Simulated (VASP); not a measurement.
# Ga2O3 (C2/m) in VASP: single point with LDA

Aim: the single point of Ga2O3 with LDA.

Program: VASP 6.6.1. These are calculated values, not measurements. Logs are shortened: lines on timing, memory, paths and dates and some standing lists are left out, and cuts for length are marked.

## 1. The cell of the first run

The structure is monoclinic, space group C2/m (No. 12). Conventional cell: a = 12.137 Å, b = 3.016 Å, c = 5.751 Å, α = 90.00°, β = 103.75°, γ = 90.00°. Ga (site symmetry m) has 4 O at 1.82 to 1.85 Å within 2.4 Å. Within 2.5 Å of Ga (site symmetry m) lie 6 O at 1.92 to 2.05 Å. Within 2.4 Å of O (site symmetry m) lie 3 Ga at 1.82 to 1.93 Å. Within 2.7 Å of O (site symmetry m) lie 4 Ga at 1.85 to 2.05 Å and 3 O at 2.58 to 2.63 Å. O (site symmetry m) has 3 Ga at 1.82 to 1.92 Å within 2.4 Å.

## 2. Single point, LDA

INCAR

```
SYSTEM = Ga2O3
PREC = Accurate
ENCUT = 520
EDIFF = 1E-7
ISMEAR = 0
SIGMA = 0.02
LREAL = .FALSE.
LASPH = .TRUE.
NELM = 60
ALGO = Normal
ISIF = 2
LWAVE = .FALSE.
LCHARG = .FALSE.
NBANDS = 55
```

KPOINTS

```
Automatic mesh
0
G
  10 10 6
  0 0 0
```

POSCAR

```
Ga2O3
1.0
    6.0683116452     -1.5078262097      0.0057648821
    6.0683116452      1.5078262097      0.0057648821
   -1.3719044165      0.0000000000      5.5851807096
Ga O
4 6
Direct
    0.0906678995      0.0906678995      0.7950098764
    0.9093321005      0.9093321005      0.2049901236
    0.6588935372      0.6588935372      0.3143072152
    0.3411064628      0.3411064628      0.6856927848
    0.1656608767      0.1656608767      0.1093053137
    0.8343391233      0.8343391233      0.8906946863
    0.1730895525      0.1730895525      0.5622273310
    0.8269104475      0.8269104475      0.4377726690
    0.4964475095      0.4964475095      0.2558545962
    0.5035524905      0.5035524905      0.7441454038
```

Potentials or basis: VASP PAW LDA potentials, release 64 (Ga_d, O).

On the command line:

```bash
$ cat potpaw_LDA.64/Ga_d/POTCAR potpaw_LDA.64/O/POTCAR > POTCAR
$ mpirun -np 1 vasp_std > vasp.out
```

OUTCAR:

```text
SYSTEM = Ga2O3
   PREC = Accurate
   ENCUT = 520
   EDIFF = 1E-7
   ISMEAR = 0
   LREAL = .FALSE.
   LASPH = .TRUE.
   NELM = 60
   ISIF = 2

 ion  position               nearest neighbor table
   1  0.091  0.091  0.795-   5 1.82  10 1.82  10 1.82   7 1.85
   2  0.909  0.909  0.205-   6 1.82   9 1.82   9 1.82   8 1.85
   3  0.659  0.659  0.314-   9 1.92   5 1.93   5 1.93   8 1.99   7 2.05   7 2.05
   4  0.341  0.341  0.686-  10 1.92   6 1.93   6 1.93   7 1.99   8 2.05   8 2.05
   5  0.166  0.166  0.109-   1 1.82   3 1.93   3 1.93
   6  0.834  0.834  0.891-   2 1.82   4 1.93   4 1.93
   7  0.173  0.173  0.562-   1 1.85   4 1.99   3 2.05   3 2.05
   8  0.827  0.827  0.438-   2 1.85   3 1.99   4 2.05   4 2.05
   9  0.496  0.496  0.256-   2 1.82   2 1.82   3 1.92
  10  0.504  0.504  0.744-   1 1.82   1 1.82   4 1.92

  LATTYP: Found a base centered monoclinic cell.
 ALAT       =    12.1366287670
 B/A-ratio  =     0.2484752955
 C/A-ratio  =     0.4738717531
 COS(beta)  =    -0.2376193789

  Lattice vectors:

 A1 = (   6.0683116452,  -1.5078262097,   0.0057648821)
 A2 = (   6.0683116452,   1.5078262097,   0.0057648821)
 A3 = (  -1.3719044165,   0.0000000000,   5.5851807096)

Analysis of symmetry for initial positions (statically):
=====================================================================
 Subroutine PRICEL returns:
 Original cell was already a primitive cell.

 Routine SETGRP: Setting up the symmetry group for a
 base centered monoclinic supercell.

 Subroutine GETGRP returns: Found  4 space group operations
 (whereof  4 operations were pure point group operations)
 out of a pool of  4 trial point group operations.

The static configuration has the point symmetry C_2h.

Analysis of symmetry for dynamics (positions and initial velocities):
=====================================================================
 Subroutine PRICEL returns:
 Original cell was already a primitive cell.

 Routine SETGRP: Setting up the symmetry group for a
 base centered monoclinic supercell.

 Subroutine GETGRP returns: Found  4 space group operations
 (whereof  4 operations were pure point group operations)
 out of a pool of  4 trial point group operations.

The dynamic configuration has the point symmetry C_2h.

 Subroutine INISYM returns: Found  4 space group operations
 (whereof  4 operations are pure point group operations),
 and found     1 'primitive' translations

----------------------------------------------------------------------------------------

                                     Primitive cell

  volume of cell :     102.2322

  direct lattice vectors                    reciprocal lattice vectors
     6.068311645 -1.507826210  0.005764882     0.082376018 -0.331603203  0.020234264
     6.068311645  1.507826210  0.005764882     0.082376018  0.331603203  0.020234264
    -1.371904417  0.000000000  5.585180710    -0.000170053  0.000000000  0.179003466

  length of vectors
     6.252837703  6.252837703  5.751205551     0.342280467  0.342280467  0.179003546

  position of ions in fractional coordinates (direct lattice)
     0.090667899  0.090667899  0.795009876
     0.909332101  0.909332101  0.204990124
     0.658893537  0.658893537  0.314307215
     0.341106463  0.341106463  0.685692785
     0.165660877  0.165660877  0.109305314
     0.834339123  0.834339123  0.890694686
     0.173089553  0.173089553  0.562227331
     0.826910447  0.826910447  0.437772669
     0.496447510  0.496447510  0.255854596
     0.503552490  0.503552490  0.744145404

  ion indices of the primitive-cell ions
   primitive index   ion index
                 1           1
                 2           2
                 3           3
                 4           4
                 5           5
                 6           6
                 7           7
                 8           8
                 9           9
                10          10

----------------------------------------------------------------------------------------

 KPOINTS: Automatic mesh

Automatic generation of k-mesh.
 Grid dimensions read from file:
 generate k-points for:   10   10    6

 Generating k-lattice:

  Cartesian coordinates                     Fractional coordinates (reciprocal lattice)
     0.008237602 -0.033160320  0.002023426     0.100000000 -0.000000000  0.000000000
     0.008237602  0.033160320  0.002023426    -0.000000000  0.100000000  0.000000000
    -0.000028342  0.000000000  0.029833911     0.000000000  0.000000000  0.166666667

  Length of vectors
     0.034228047  0.034228047  0.029833924

  Shift w.r.t. Gamma in fractional coordinates (k-lattice)
     0.000000000  0.000000000  0.000000000

 Subroutine IBZKPT returns following result:
 ===========================================

 Found    172 irreducible k-points:

 Following reciprocal coordinates:
            Coordinates               Weight
  0.000000  0.000000  0.000000      1.000000
  0.100000 -0.000000  0.000000      4.000000
  0.200000 -0.000000  0.000000      4.000000
  0.300000  0.000000  0.000000      4.000000
  0.400000 -0.000000  0.000000      4.000000
  0.500000 -0.000000  0.000000      2.000000
[... 16 lines left out ...]
  0.300000  0.300000  0.000000      2.000000
  0.400000  0.300000  0.000000      4.000000
 [... further k-points ...]
   k-points           NKPTS =    172   k-points in BZ     NKDIM =    172   number of bands    NBANDS=     55
   number of dos      NEDOS =    301   number of ions     NIONS =     10
   total plane-waves  NPLWV = 110592
   dimension x,y,z NGX =    48 NGY =   48 NGZ =   48
   dimension x,y,z NGXF=    96 NGYF=   96 NGZF=   96
   ions per type =               4   6
   NGX,Y,Z   is equivalent  to a cutoff of  12.76, 12.76, 13.88 a.u.
   NGXF,Y,Z  is equivalent  to a cutoff of  25.52, 25.52, 27.75 a.u.
 SYSTEM =  Ga2O3
   PREC   = accura    normal or accurate (medium, high low for compatibility)
   ISTART =      0    job   : 0-new  1-cont  2-samecut
   ICHARG =      2    charge: 1-file 2-atom 10-const
   ISPIN  =      1    spin polarized calculation?
   LNONCOLLINEAR =      F non collinear calculations
   LSORBIT =      F    spin-orbit coupling
   LASPH  =      T    aspherical Exc in radial PAW
   ENCUT  =  520.0 eV  38.22 Ry    6.18 a.u.  11.63 11.63 10.69*2*pi/ulx,y,z
   NELM   =     60;   NELMIN=  2; NELMDL= -5     # of ELM steps
   EDIFF  = 0.1E-06   stopping-criterion for ELM
   LREAL  =      F    real-space projection
   EDIFFG = 0.1E-05   stopping-criterion for IOM
   NSW    =      0    number of steps for IOM
   IBRION =     -1    ionic relax: 0-MD 1-quasi-New 2-CG
   NFREE  =      0    steps in history (QN), initial steepest desc. (CG)
   ISIF   =      2    stress and relaxation
   ISYM   =      2    0-nonsym 1-usesym 2-fastsym
   POTIM  = 0.5000    time-step for ionic-motion
   TEBEG  =    0.0;   TEEND  =   0.0 temperature during run
   PSTRESS=    0.0 pullay stress
   NELECT =      88.0000    total number of electrons
   NUPDOWN=      -1.0000    fix difference up-down
   EMIN   =  10.00;   EMAX   =-10.00  energy-range for DOS
   EFERMI =   0.00;   METHOD = LEGACY
   ISMEAR =     0;   SIGMA  =   0.02  broadening in eV -4-tet -1-fermi 0-gaus
   EFERMI_NEDOS =   21; number of points for ismear=-14 and -15
   IALGO  =     38    algorithm
   IMIX   =      4    mixing-type and parameters
     AMIX     =   0.40;   BMIX     =  1.00
     AMIX_MAG =   1.60;   BMIX_MAG =  1.00
  volume/ion in A,a.u.               =      10.22        68.99
  Fermi-wavevector in a.u.,A,eV,Ry     =   1.557303  2.942876 32.996753  2.425193
  Thomas-Fermi vector in A             =   2.660973
   LORBIT       =      0    0 simple, 1 ext, 2 COOP (PROOUT), +10 PAW based schemes
   GGA     = CA    functional components
   LHFCALC =     F    Hartree Fock is set to
   AEXX    =    0.0000 exact exchange contribution
   IVDW    =     0    specifies the selected vdW correction
   LEPSILON=     F    determine dielectric tensor
   LRPA    =     F    only Hartree local field effects (RPA)
 non-spin polarized calculation
 Gauss-broadening in eV      SIGMA  =   0.02
  energy-cutoff  :      520.00
  volume of cell :      102.23
 maximum number of plane-waves:      2773
   NGX = 23   NGY = 23   NGZ = 21

 number of electron      88.0000017 magnetization

 Free energy of the ion-electron system (eV)
  ---------------------------------------------------
  ext. energy  EPLUGINS =         0.00000000
  ---------------------------------------------------
  free energy    TOTEN  =       -68.22667688 eV

  energy without entropy =      -68.22667688  energy(sigma->0) =      -68.22667688

 E-fermi :   4.0147     XC(G=0): -12.3369

 val. band max:        3.8472741932   @ k =   0.5000   0.4000   0.5000
 cond. band min:       6.3530778745   @ k =   0.0000   0.0000   0.0000
 fundamental gap:      2.5058036813
 Fermi energy:         4.0147237787

 k-point     1 :       0.0000    0.0000    0.0000
  band No.  band energies     occupation
      1     -15.0728      2.00000
      2     -13.7779      2.00000
      3     -13.7640      2.00000
      4     -13.6612      2.00000
      5     -13.1322      2.00000
      6     -13.1277      2.00000
[... 47 lines left out ...]
     54      16.1130      0.00000
     55      16.4532      0.00000

 k-point     2 :       0.1000   -0.0000    0.0000
  band No.  band energies     occupation
      1     -14.9880      2.00000
      2     -13.7740      2.00000
      3     -13.7429      2.00000
      4     -13.5951      2.00000
      5     -13.1365      2.00000
      6     -13.1287      2.00000
[... 47 lines left out ...]
     54      15.4852      0.00000
     55      15.6861      0.00000

 k-point     3 :       0.2000   -0.0000    0.0000
  band No.  band energies     occupation
      1     -14.7487      2.00000
      2     -13.7470      2.00000
      3     -13.6578      2.00000
      4     -13.4793      2.00000
      5     -13.1448      2.00000
      6     -13.1314      2.00000
[... 1152 lines left out ...]
 k-point    23 :       0.3000    0.3000    0.0000
  band No.  band energies     occupation
      1     -14.9017      2.00000
      2     -14.2245      2.00000
      3     -13.7613      2.00000
      4     -13.4125      2.00000
      5     -13.1442      2.00000
      6     -13.1248      2.00000
[... 47 lines left out ...]
     54      16.0228      0.00000
     55      16.1933      0.00000

 k-point    24 :       0.4000    0.3000    0.0000
  band No.  band energies     occupation
      1     -14.7702      2.00000
      2     -14.2568      2.00000
      3     -13.7243      2.00000
      4     -13.3797      2.00000
      5     -13.1446      2.00000
      6     -13.1270      2.00000
[... 47 lines left out ...]
     54      15.1298      0.00000
     55      16.3656      0.00000

 [... further k-points ...]

------------------------ aborting loop because EDIFF is reached ----------------------------------------

  FORCE on cell =-STRESS in cart. coord.  units (eV):
  Direction    XX          YY          ZZ          XY          YZ          ZX
  --------------------------------------------------------------------------------------
  -------------------------------------------------------------------------------------
  Total        1.0586967      1.3255776      1.1454146      0.0000000      0.0000000      0.0313607
  in kB       16.5918344     20.7743773     17.9508732      0.0000000      0.0000000      0.4914830
  external PRESSURE =      18.4390283 kB  Pullay stress =       0.0000000 kB

 VOLUME and BASIS-vectors are now :
 -----------------------------------------------------------------------------
  energy-cutoff  :      520.00
  volume of cell :      102.23
      direct lattice vectors                 reciprocal lattice vectors
     6.068311645 -1.507826210  0.005764882     0.082376018 -0.331603203  0.020234264
     6.068311645  1.507826210  0.005764882     0.082376018  0.331603203  0.020234264
    -1.371904417  0.000000000  5.585180710    -0.000170053  0.000000000  0.179003466

 POSITION                                       TOTAL-FORCE (eV/Angst)
 -----------------------------------------------------------------------------------
      0.00972      0.00000      4.44132         0.028021      0.000000     -0.003129
     10.75499      0.00000      1.15539        -0.028021      0.000000      0.003129
      7.56554      0.00000      1.76306        -0.005114      0.000000      0.024815
      3.19918      0.00000      3.83365         0.005114      0.000000     -0.024815
      1.86061      0.00000      0.61240         0.057461      0.000000      0.025297
      8.90411      0.00000      4.98431        -0.057461      0.000000     -0.025297
      1.32940      0.00000      3.14214         0.015823      0.000000     -0.042204
      9.43532      0.00000      2.45457        -0.015823      0.000000      0.042204
      5.67419      0.00000      1.43472         0.062699      0.000000      0.024972
      5.09053      0.00000      4.16199        -0.062699      0.000000     -0.024972
 -----------------------------------------------------------------------------------
    total drift:                                0.000000      0.000000     -0.000000

  FREE ENERGIE OF THE ION-ELECTRON SYSTEM (eV)
  ---------------------------------------------------
  free  energy   TOTEN  =       -68.2266768767 eV

  energy  without entropy=      -68.2266768767  energy(sigma->0) =      -68.22667688
```

Run time: 53 min. Hardware: 1 thread of Oxide Virtual Turin-like, shared host; peak memory 0.72 GiB.

Results:

```yaml
Free_energy: -68.2267 eV
Pressure: 1.8 GPa
Largest_force: 0.067 eV/Å
Band_gap_on_the_k_mesh: 2.51 eV (least direct gap 2.53 eV)
```

Forces on the atoms (eV/Å):
```
Ga   0.028  0.000 -0.003
Ga  -0.028  0.000  0.003
Ga  -0.005  0.000  0.025
Ga   0.005  0.000 -0.025
O    0.057  0.000  0.025
O   -0.057  0.000 -0.025
O    0.016  0.000 -0.042
O   -0.016  0.000  0.042
O    0.063  0.000  0.025
O   -0.063  0.000 -0.025
```

Stress tensor (GPa, compression positive):
```
1.66 0.00 0.05
0.00 2.08 0.00
0.05 0.00 1.80
```

A k mesh can miss the band edges.
